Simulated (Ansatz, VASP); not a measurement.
Two plane-wave programs on AlAu

```xyz
2
Lattice="3.0539 0.0000 0.0000 0.0000 3.0539 0.0000 0.0000 0.0000 3.0539" Properties=species:S:1:pos:R:3 pbc="T T T"
Al    0.0000    0.0000    0.0000
Au    1.5270    1.5270    1.5270
```

Alike in both runs: functional LDA; k mesh 11 × 11 × 11; occupations fermi-dirac, width 0.05 eV; no spin polarisation.

Ansatz relaxed the structure, and its values are those at the end. VASP's run is a single point on that final structure, the one shown.

|  | VASP | Ansatz |
| --- | --- | --- |
| version | VASP 6.6.1 | Ansatz 0.2.0 |
| potentials or method | VASP PAW LDA potentials, release 64 (Al, Au) | PAW with Ansatz's default frozen-core files, scalar-relativistic |
| plane-wave cutoff (eV) | 520 | 420 |
| valence electrons in the cell | 14 | 22 |

```tsv
	VASP	Ansatz	Ansatz less VASP
pressure (GPa)	17.3	16.9	-0.41
```

LDA's correlation is that of Perdew and Zunger in VASP and of Perdew and Wang (1992) in Ansatz. VASP's potentials hold 14 valence electrons a cell and Ansatz's 22, so a difference there can come from the potentials and not from the codes. Ansatz's warnings: stress scf threshold loose.

Spin-orbit coupling is off throughout.
